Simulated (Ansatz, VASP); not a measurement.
Rb2BrCl: VASP beside Ansatz

```
Cl Br Rb
1.0
     2.42267    1.39873    7.92995
    -2.42267    1.39873    7.92995
     0.00000   -2.79746    7.92995
Cl Br Rb
1 1 2
Cartesian
  2.4227 1.3987 7.9300
  0.0000 0.0000 11.8949
  0.0000 0.0000 6.0370
  0.0000 0.0000 17.7529
```

Alike in both runs: task single point; functional PBE; k mesh 6 × 6 × 6; no spin polarisation.

|  | VASP | Ansatz |
| --- | --- | --- |
| version | VASP 6.6.1 | Ansatz 0.2.0 |
| potentials or method | VASP PAW PBE potentials, release 64 (Cl, Br, Rb_sv) | plane waves, PAW |
| plane-wave cutoff (eV) | 520 | 420 |
| occupations | gaussian, width 0.01 eV | fixed |
| valence electrons in the cell | 32 | 32 |

|  | VASP | Ansatz | Ansatz less VASP |
| --- | --- | --- | --- |
| gap on the k mesh at the Fermi level (eV) | 4.34 | 4.34 | +0.001 |
| pressure (GPa) | 0.0 | 0.0 | -0.01 |
